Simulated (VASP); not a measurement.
Here is a VASP 6.6.1 calculation.

Contents of INCAR:

```
ALGO = Normal ; EDIFF = 1E-6
ENCUT = 520 ; GGA = CA
ISIF = 2 ; ISMEAR = -1
LASPH = True ; LCHARG = False
LREAL = False ; LWAVE = False
NBANDS = 16 ; NELM = 80
PREC = Accurate ; SIGMA = 0.05
```

File KPOINTS:

```
k-points
0
Gamma
  10 10 8
```

File POSCAR:

```
ZrB2
1.0
    3.2321726471      0.0000000000      0.0000000000
   -1.6160863235      2.7991436218      0.0000000000
    0.0000000000      0.0000000000      3.6022921016
Zr B
1 2
Direct
    0.0000000000      0.0000000000      0.0000000000
    0.6666666667      0.3333333333      0.5000000000
    0.3333333333      0.6666666667      0.5000000000
```

Potentials or basis: VASP PAW LDA potentials, release 64 (Zr_sv, B).

Launch:

```console
$ cat potpaw_LDA.64/Zr_sv/POTCAR potpaw_LDA.64/B/POTCAR > POTCAR
$ mpirun -np 1 vasp_std > vasp.out
```

Question: Estimate the band gap on the k mesh.

Answer: Zero (bands 9 and 10 overlap by 0.74 eV).

Question: Estimate the pressure.

Answer: -20.1 GPa.

Stress tensor (GPa, compression positive):
```
-20.82   0.00   0.00
  0.00 -20.82   0.00
  0.00   0.00 -18.75
```

Caveat: the cell stands under tension.
